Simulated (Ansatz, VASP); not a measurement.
Ni in VASP and in Ansatz

```xyz
1
Lattice="-1.3803 1.3803 1.3803 1.3803 -1.3803 1.3803 1.3803 1.3803 -1.3803" Properties=species:S:1:pos:R:3 pbc="T T T"
Ni    0.0000    0.0000    0.0000
```

Alike in both runs: functional r2SCAN; dispersion D4; k mesh 17 × 17 × 17; occupations fermi-dirac, width 0.15 eV; collinear spin.

Ansatz relaxed the structure, and its values are those at the end. VASP's run is a single point on that final structure, the one shown.

```csv
,VASP,Ansatz
version,VASP 6.6.1,Ansatz 0.2.0
potentials or method,"VASP PAW PBE potentials, release 64 (Ni)","plane waves, PAW"
plane-wave cutoff (eV),660,500
valence electrons in the cell,10,18
```

```tsv
	VASP	Ansatz	Ansatz less VASP
pressure (GPa)	0.2	0.0	-0.17
net moment per atom (μB)	0.64	0.65	+0.015
size of the moment on the site where the two differ most (μB)	0.65	0.71	+0.054
```

VASP's potentials were made for PBE, not for r2SCAN. Site moments also hang on the region over which each program counts them. VASP's potentials hold 10 valence electrons a cell and Ansatz's 18, so a difference there can come from the potentials and not from the codes.
